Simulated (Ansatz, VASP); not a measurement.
**One calculation of LiMo16, two programs**

```xyz
17
Lattice="6.3000 0.0000 0.0000 0.0000 6.3000 0.0000 0.0000 0.0000 6.3000" Properties=species:S:1:pos:R:3 pbc="T T T"
Mo   -0.0312   -0.0161    0.3571
Mo    3.1115    0.0002   -0.0166
Mo   -0.0438    3.1432   -0.0168
Mo   -0.0322   -0.0148    2.7954
Mo    1.5983    1.6372    1.5722
Mo    3.1060    3.1521    0.0044
Mo    3.1116    0.0012    3.1636
Mo    4.6210    1.6347    1.5762
Mo   -0.0448    3.1426    3.1633
Mo    1.6039    4.6508    1.5716
Mo    1.5727    1.6152    4.7225
Mo    3.1046    3.1531    3.1397
Mo    4.6167    4.6556    1.5729
Mo    4.6302    1.6269    4.7272
Mo    1.5572    4.6984    4.7224
Mo    4.6463    4.6894    4.7240
Li    6.2224    0.0494    4.7260
```

Alike in both runs: functional PBE; dispersion D3(BJ); k mesh 2 × 2 × 2; occupations fermi-dirac, width 0.05 eV; no spin polarisation.

Ansatz relaxed the structure, and its values are those at the end. VASP's run is a single point on that final structure, the one shown.

```csv
,VASP,Ansatz
version,VASP 6.6.1,Ansatz 0.2.0
potentials or method,"VASP PAW PBE potentials, release 64 (Mo_sv, Li_sv), cutoff 520 eV","scalar-relativistic, plane waves, PAW"
valence electrons in the cell,227,227
```

```tsv
	VASP	Ansatz	Ansatz less VASP
rms of the force components (eV/Å)	0.016	0.016	+0.0002
```

The k mesh is coarse, so the values compare programs but aren't converged. Noted on VASP's run: the cutoff is short for stress, so the pressure is rough.
